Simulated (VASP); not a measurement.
# B6As (R-3m) in VASP: notebook

Runs on B6As. Level: PBEsol. Tasks: relaxation of shape and atoms at fixed volume, relaxation of cell and atoms.

Everything below comes from runs of VASP 6.6.1. Logs are shortened: lines on timing, memory, paths and dates and some standing lists are left out, and cuts for length are marked.

### Step 1. The cell of the first run

Symmetry: R-3m, No. 166, trigonal system. The conventional cell has a = 6.061 Å, b = 6.061 Å, c = 11.724 Å, α = 90.00°, β = 90.00°, γ = 120.00°. B (site symmetry m) has 6 B at 1.75 to 1.87 Å within 2.3 Å. Within 2.3 Å of B (site symmetry m) lie 5 B at 1.71 to 1.79 Å and 1 As at 1.97 Å. Within 2.6 Å of As (site symmetry 3m) lie 3 B at 1.97 Å and 1 As at 2.36 Å.

### Step 2. Relaxation of shape and atoms at fixed volume, PBEsol (8.88 Å³/atom)

INCAR reads:

```
SYSTEM = B6As
PREC = Accurate
ENCUT = 600
EDIFF = 1E-7
ISMEAR = 0
SIGMA = 0.02
LREAL = .False.
LASPH = .True.
NELM = 80
ALGO = Normal
ISIF = 4
LWAVE = .False.
LCHARG = .False.
GGA = PS
IBRION = 2
NSW = 50
EDIFFG = -0.01
```

KPOINTS reads:

```
regular mesh
0
Gamma
  6 6 6
  0 0 0
```

POSCAR reads:

```
B6As
1.0
    3.0304928445      1.7496558596      3.9080263265
   -3.0304928445      1.7496558596      3.9080263265
    0.0000000000     -3.4993117191      3.9080263265
B As
12 2
Direct
    0.0156621731      0.0156621731      0.3246875850
    0.0156621731      0.3246875850      0.0156621731
    0.8217888295      0.2725960786      0.8217888295
    0.8217888295      0.8217888295      0.2725960786
    0.2725960786      0.8217888295      0.8217888295
    0.7274039214      0.1782111705      0.1782111705
    0.1782111705      0.7274039214      0.1782111705
    0.1782111705      0.1782111705      0.7274039214
    0.9843378269      0.6753124150      0.9843378269
    0.9843378269      0.9843378269      0.6753124150
    0.6753124150      0.9843378269      0.9843378269
    0.3246875850      0.0156621731      0.0156621731
    0.6008011050      0.6008011050      0.6008011050
    0.3991988950      0.3991988950      0.3991988950
```

Potentials or basis: VASP PAW PBE potentials, release 64 (B, As).

On the command line:

```sh
$ cat potpaw_PBE.64/B/POTCAR potpaw_PBE.64/As/POTCAR > POTCAR
$ mpirun -np 1 vasp_std > vasp.out
```

OUTCAR:

```text
SYSTEM = B6As
   PREC = Accurate
   ENCUT = 600
   EDIFF = 1E-7
   ISMEAR = 0
   LREAL = .False.
   LASPH = .True.
   NELM = 80
   ISIF = 4
   GGA = PS
   IBRION = 2
   NSW = 50
   EDIFFG = -0.01

 ion  position               nearest neighbor table
   1  0.016  0.016  0.325-  10 1.75   7 1.76   6 1.76   4 1.79   2 1.87  12 1.87
   2  0.016  0.325  0.016-   9 1.75   8 1.76   6 1.76   3 1.79  12 1.87   1 1.87
   3  0.822  0.273  0.822-   8 1.71   6 1.71  10 1.76  11 1.76   2 1.79  13 1.97
   4  0.822  0.822  0.273-   6 1.71   7 1.71   9 1.76  11 1.76   1 1.79  13 1.97
   5  0.273  0.822  0.822-   8 1.71   7 1.71  10 1.76   9 1.76  12 1.79  13 1.97
   6  0.727  0.178  0.178-   4 1.71   3 1.71   1 1.76   2 1.76  11 1.79  14 1.97
   7  0.178  0.727  0.178-   4 1.71   5 1.71   1 1.76  12 1.76   9 1.79  14 1.97
   8  0.178  0.178  0.727-   3 1.71   5 1.71   2 1.76  12 1.76  10 1.79  14 1.97
   9  0.984  0.675  0.984-   2 1.75   4 1.76   5 1.76   7 1.79  11 1.87  10 1.87
  10  0.984  0.984  0.675-   1 1.75   3 1.76   5 1.76   8 1.79   9 1.87  11 1.87
  11  0.675  0.984  0.984-  12 1.75   4 1.76   3 1.76   6 1.79   9 1.87  10 1.87
  12  0.325  0.016  0.016-  11 1.75   8 1.76   7 1.76   5 1.79   2 1.87   1 1.87
  13  0.601  0.601  0.601-   3 1.97   5 1.97   4 1.97  14 2.36
  14  0.399  0.399  0.399-   6 1.97   7 1.97   8 1.97  13 2.36

  LATTYP: Found a trigonal (rhomboedric) cell.
 ALAT       =     5.2457461124
 COS(alpha) =     0.3325142683

  Lattice vectors:

 A1 = (   3.0304928445,   1.7496558596,   3.9080263265)
 A2 = (  -3.0304928445,   1.7496558596,   3.9080263265)
 A3 = (   0.0000000000,  -3.4993117191,   3.9080263265)

Analysis of symmetry for initial positions (statically):
=====================================================================
 Subroutine PRICEL returns:
 Original cell was already a primitive cell.

 Routine SETGRP: Setting up the symmetry group for a
 trigonal (rhombohedral) supercell.

 Subroutine GETGRP returns: Found 12 space group operations
 (whereof 12 operations were pure point group operations)
 out of a pool of 12 trial point group operations.

The static configuration has the point symmetry D_3d.

Analysis of symmetry for dynamics (positions and initial velocities):
=====================================================================
 Subroutine PRICEL returns:
 Original cell was already a primitive cell.

 Routine SETGRP: Setting up the symmetry group for a
 trigonal (rhombohedral) supercell.

 Subroutine GETGRP returns: Found 12 space group operations
 (whereof 12 operations were pure point group operations)
 out of a pool of 12 trial point group operations.

The dynamic configuration has the point symmetry D_3d.

 Subroutine INISYM returns: Found 12 space group operations
[... 129 lines left out ...]
   POTIM  = 0.5000    time-step for ionic-motion
   TEBEG  =    0.0;   TEEND  =   0.0 temperature during run
   PSTRESS=    0.0 pullay stress
   NELECT =      46.0000    total number of electrons
   NUPDOWN=      -1.0000    fix difference up-down
   EMIN   =  10.00;   EMAX   =-10.00  energy-range for DOS
   EFERMI =   0.00;   METHOD = LEGACY
   ISMEAR =     0;   SIGMA  =   0.02  broadening in eV -4-tet -1-fermi 0-gaus
   EFERMI_NEDOS =   21; number of points for ismear=-14 and -15
   IALGO  =     38    algorithm
   IMIX   =      4    mixing-type and parameters
     AMIX     =   0.40;   BMIX     =  1.00
     AMIX_MAG =   1.60;   BMIX_MAG =  1.00
  volume/ion in A,a.u.               =       8.88        59.93
  Fermi-wavevector in a.u.,A,eV,Ry     =   1.175265  2.220929 18.793026  1.381248
  Thomas-Fermi vector in A             =   2.311649
   LORBIT       =      0    0 simple, 1 ext, 2 COOP (PROOUT), +10 PAW based schemes
   GGA     = PS    functional components
   LHFCALC =     F    Hartree Fock is set to
   AEXX    =    0.0000 exact exchange contribution
   IVDW    =     0    specifies the selected vdW correction
   LEPSILON=     F    determine dielectric tensor
   LRPA    =     F    only Hartree local field effects (RPA)
 conjugate gradient relaxation of ions
 non-spin polarized calculation
 Gauss-broadening in eV      SIGMA  =   0.02
  energy-cutoff  :      600.00
  volume of cell :      124.33
 maximum number of plane-waves:      4176
 NGX is ok and might be reduce to    42
   NGX = 21   NGY = 21   NGZ = 21

--------------------------------------- Ionic step        1  -------------------------------------------

 number of electron      45.9999999 magnetization

 Free energy of the ion-electron system (eV)
  ---------------------------------------------------
  ext. energy  EPLUGINS =         0.00000000
  ---------------------------------------------------
  free energy    TOTEN  =       -96.94857146 eV

  energy without entropy =      -96.94857146  energy(sigma->0) =      -96.94857146

------------------------ aborting loop because EDIFF is reached ----------------------------------------

  FORCE on cell =-STRESS in cart. coord.  units (eV):
  Direction    XX          YY          ZZ          XY          YZ          ZX
  --------------------------------------------------------------------------------------
  -------------------------------------------------------------------------------------
  Total        5.7736276      5.7736276      5.0778548      0.0000000      0.0000000      0.0000000
  in kB       74.4020190     74.4020190     65.4359231      0.0000000      0.0000000      0.0000000
  external PRESSURE =      71.4133204 kB  Pullay stress =       0.0000000 kB
[... 275 lines left out ...]
--------------------------------------- Ionic step        7  -------------------------------------------

 number of electron      45.9999999 magnetization

 Free energy of the ion-electron system (eV)
  ---------------------------------------------------
  ext. energy  EPLUGINS =         0.00000000
  ---------------------------------------------------
  free energy    TOTEN  =       -96.95426203 eV

  energy without entropy =      -96.95426203  energy(sigma->0) =      -96.95426203

 E-fermi :   4.9375     XC(G=0): -11.3049

 val. band max:        4.7911702121   @ k =   0.1667   0.0000   0.0000
 cond. band min:       7.4077947185   @ k =   0.5000  -0.0000   0.0000
 fundamental gap:      2.6166245063
 Fermi energy:         4.9374520975

 k-point     1 :       0.0000    0.0000    0.0000
  band No.  band energies     occupation
      1     -10.1980      2.00000
      2      -7.1567      2.00000
      3      -5.3662      2.00000
      4      -5.3662      2.00000
      5      -5.2701      2.00000
      6      -4.1821      2.00000
[... 805 lines left out ...]
     30      11.1157      0.00000
     31      11.5554      0.00000

 [... further k-points ...]
[... 5 lines left out ...]
  --------------------------------------------------------------------------------------
  -------------------------------------------------------------------------------------
  Total        5.2145824      5.2145824      5.1868035      0.0000000      0.0000000      0.0000000
  in kB       67.1978668     67.1978668     66.8398929      0.0000000      0.0000000      0.0000000
  external PRESSURE =      67.0785422 kB  Pullay stress =       0.0000000 kB
[... 29 lines left out ...]
  FREE ENERGIE OF THE ION-ELECTRON SYSTEM (eV)
  ---------------------------------------------------
  free  energy   TOTEN  =       -96.9542620254 eV

  energy  without entropy=      -96.9542620254  energy(sigma->0) =      -96.95426203

 reached required accuracy - stopping structural energy minimisation
```

Wall time 6.3 min (1 thread of AMD EPYC 9R45 (Zen 5), shared host); peak memory 0.3 GiB.

Results:

* Free energy: -96.9543 eV
* Energy gained by relaxing: 0.4 meV/atom
* Ionic steps: 7
* Pressure after relaxing: 6.7 GPa
* Largest force after relaxing: 0.005 eV/Å
* Band gap on the k mesh: 2.62 eV (least direct gap 2.65 eV)

Forces in eV/Å, atoms in the order of the input:
```
B    0.000 -0.005  0.000
B   -0.004  0.003  0.000
B    0.002 -0.001 -0.004
B    0.000  0.003 -0.004
B   -0.002 -0.001 -0.004
B    0.002  0.001  0.004
B   -0.002  0.001  0.004
B    0.000 -0.003  0.004
B    0.004 -0.003  0.000
B    0.000  0.005  0.000
B   -0.004 -0.003  0.000
B    0.004  0.003  0.000
As   0.000  0.000 -0.002
As   0.000  0.000  0.002
```

Step by step:
```csv
step,energy change (eV),largest force (eV/Å),pressure (GPa),volume (Å³)
1,0.0000,0.1647,7.14,124.33
2,-0.0023,0.1503,6.62,124.33
3,-0.0039,0.0536,6.82,124.33
4,-0.0054,0.0349,6.75,124.33
5,-0.0056,0.0425,6.72,124.33
6,-0.0057,0.0250,6.70,124.33
7,-0.0057,0.0052,6.71,124.33
```

Final structure:
```
B As
1.0
     3.03537    1.75247    3.89548
    -3.03537    1.75247    3.89548
     0.00000   -3.50494    3.89548
B As
12 2
Direct
  0.01667 0.01667 0.32485
  0.01667 0.32485 0.01667
  0.82167 0.27270 0.82167
  0.82167 0.82167 0.27270
  0.27270 0.82167 0.82167
  0.72730 0.17833 0.17833
  0.17833 0.72730 0.17833
  0.17833 0.17833 0.72730
  0.98333 0.67515 0.98333
  0.98333 0.98333 0.67515
  0.67515 0.98333 0.98333
  0.32485 0.01667 0.01667
  0.60128 0.60128 0.60128
  0.39872 0.39872 0.39872
```

Caveat: the PAW data sets were made with another functional, which shifts forces and pressure a little. A k mesh can miss the band edges.

### Step 3. Relaxation of cell and atoms, PBEsol

This run uses another cell than the first one, of 9.24 Å³/atom.

INCAR reads:

```
SYSTEM = B6As
PREC     = Accurate       ! precision mode
ENCUT    = 600            ! plane-wave cutoff, eV
EDIFF    = 1E-6           ! SCF threshold, eV
ISMEAR   = 0              ! smearing method
SIGMA    = 0.02           ! smearing width, eV
LREAL    = .False.        ! projectors in reciprocal space
LASPH    = .True.         ! aspherical terms in the spheres
NELM     = 100            ! most SCF steps
ALGO     = Normal         ! electronic algorithm
ISIF     = 3              ! what is computed and relaxed
LWAVE    = .False.        ! write WAVECAR
LCHARG   = .False.        ! write CHGCAR
GGA      = PS             ! functional
IBRION   = 2              ! ionic algorithm
NSW      = 100            ! ionic steps
EDIFFG   = -0.005         ! ionic threshold
```

KPOINTS reads:

```
Automatic mesh
0
Gamma
  6 6 6
  0 0 0
```

POSCAR reads:

```
B6As
1.0
    3.0684222178      1.7715543935      3.9649353976
   -3.0684222178      1.7715543935      3.9649353976
    0.0000000000     -3.5431087869      3.9649353976
B As
12 2
Direct
    0.0152897200      0.0152897200      0.3248784800
    0.0152897200      0.3248784800      0.0152897200
    0.8218557000      0.2724864900      0.8218557000
    0.8218557000      0.8218557000      0.2724864900
    0.2724864900      0.8218557000      0.8218557000
    0.7275135100      0.1781443000      0.1781443000
    0.1781443000      0.7275135100      0.1781443000
    0.1781443000      0.1781443000      0.7275135100
    0.9847102800      0.6751215200      0.9847102800
    0.9847102800      0.9847102800      0.6751215200
    0.6751215200      0.9847102800      0.9847102800
    0.3248784800      0.0152897200      0.0152897200
    0.6005523500      0.6005523500      0.6005523500
    0.3994476500      0.3994476500      0.3994476500
```

Potentials or basis: VASP PAW PBE potentials, release 64 (B, As).

On the command line:

```sh
$ cat potpaw_PBE.64/B/POTCAR potpaw_PBE.64/As/POTCAR > POTCAR
$ mpirun -np 1 vasp_std > vasp.out
```

It took 5.9 min on 1 thread of AMD EPYC 9R45 (Zen 5), shared host; peak memory 0.31 GiB.

The run converged. Its results:

| Quantity | Value |
| --- | --- |
| Free energy | -97.0437 eV |
| Relaxed volume | 9.18 Å³/atom |
| Relaxed cell | a = 5.304 Å, b = 5.304 Å, c = 5.304 Å, α = 70.61°, β = 70.61°, γ = 70.61° |
| Space group after relaxing (to 0.1 Å) | R-3m (No. 166) |
| Energy gained by relaxing | 0.2 meV/atom |
| Ionic steps | 8 |
| Pressure after relaxing | 0.0 GPa |
| Largest force after relaxing | 0.004 eV/Å |
| Band gap on the k mesh | 2.62 eV (least direct gap 2.66 eV) |

Forces on the atoms (eV/Å):
```
B    0.000 -0.002  0.001
B   -0.002  0.001  0.001
B    0.000  0.000  0.001
B    0.000  0.000  0.001
B    0.000  0.000  0.001
B    0.000  0.000 -0.001
B    0.000  0.000 -0.001
B    0.000  0.000 -0.001
B    0.002 -0.001 -0.001
B    0.000  0.002 -0.001
B   -0.002 -0.001 -0.001
B    0.002  0.001  0.001
As   0.000  0.000 -0.004
As   0.000  0.000  0.004
```

The path:
```
step  energy change (eV)  largest force (eV/Å)  pressure (GPa)  volume (Å³)
   1              0.0000                0.0593           -1.03       129.32
   2             -0.0016                0.0718            0.72       128.21
   3             -0.0026                0.0448            0.05       128.62
   4             -0.0031                0.0227            0.07       128.54
   5             -0.0031                0.0262            0.06       128.53
   6             -0.0033                0.0067            0.00       128.57
   7             -0.0033                0.0068            0.00       128.57
   8             -0.0033                0.0037            0.00       128.57
```

Final structure:
```
B As
1.0
     3.06536    1.76978    3.95000
    -3.06536    1.76978    3.95000
     0.00000   -3.53957    3.95000
B As
12 2
Direct
  0.01578 0.01578 0.32468
  0.01578 0.32468 0.01578
  0.82195 0.27228 0.82195
  0.82195 0.82195 0.27228
  0.27228 0.82195 0.82195
  0.72772 0.17805 0.17805
  0.17805 0.72772 0.17805
  0.17805 0.17805 0.72772
  0.98422 0.67532 0.98422
  0.98422 0.98422 0.67532
  0.67532 0.98422 0.98422
  0.32468 0.01578 0.01578
  0.60096 0.60096 0.60096
  0.39904 0.39904 0.39904
```

Levels at points of the mesh, in eV from the valence-band top:
| k point | band 21 | band 22 | band 23 | band 24 | band 25 | band 26 |
| --- | --- | --- | --- | --- | --- | --- |
| (0.00, 0.00, 0.00) | -0.21 | 0.00 | 0.00 | 4.43 | 4.71 | 4.71 |
| (0.50, 0.00, 0.00) | -1.27 | -1.05 | -0.04 | 2.62 | 4.18 | 4.56 |
| (0.50, 0.50, 0.00) | -0.94 | -0.71 | -0.23 | 3.38 | 4.44 | 4.73 |
| (0.50, 0.50, 0.50) | -0.78 | -0.78 | -0.05 | 2.66 | 3.74 | 3.75 |

Caveat: the PAW data sets were made with another functional, which shifts forces and pressure a little.
